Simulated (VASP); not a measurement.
Input of a VASP 6.6.1 run:

Contents of INCAR:

```
SYSTEM = Ta2N
  PREC = Accurate
  ENCUT = 520
  EDIFF = 1E-7
  ISMEAR = -1
  SIGMA = 0.05
  LREAL = .FALSE.
  LASPH = .TRUE.
  NELM = 60
  ALGO = Normal
  ISIF = 2
  LWAVE = .FALSE.
  LCHARG = .FALSE.
  GGA = B5
  ALDAX = 1.0
  AGGAX = 1.0
  AGGAC = 1.0
  ALDAC = 0.0
  NBANDS = 20
```

Contents of KPOINTS:

```
regular mesh
0
G
  10 10 6
  0 0 0
```

File POSCAR:

```
Ta2N
1.0
    3.1128615060      0.0000000000      0.0000000000
   -1.5564307530      2.6958171426      0.0000000000
    0.0000000000      0.0000000000      4.8698410000
Ta N
2 1
Direct
    0.3333333333      0.6666666667      0.2547110000
    0.6666666667      0.3333333333      0.7452890000
    0.0000000000      0.0000000000      0.0000000000
```

Potentials or basis: VASP PAW PBE potentials, release 64 (Ta_pv, N).

The run is started by

```sh
$ cat potpaw_PBE.64/Ta_pv/POTCAR potpaw_PBE.64/N/POTCAR > POTCAR
$ mpirun -np 1 vasp_std > vasp.out
```

Task: Estimate the band gap on the k mesh.

Result: Zero (an odd number of electrons rules out a gap without spin polarisation).

Task: Predict the largest force.

Result: 0.481 eV/Å.

Stress tensor (GPa, compression positive):
```
9.33 0.00 0.00
0.00 9.33 0.00
0.00 0.00 9.98
```

Caveat: the cell stands under pressure; the PAW data sets were made with another functional, which shifts forces and pressure a little; spin-orbit coupling is left out, which moves the levels of the heavy elements.
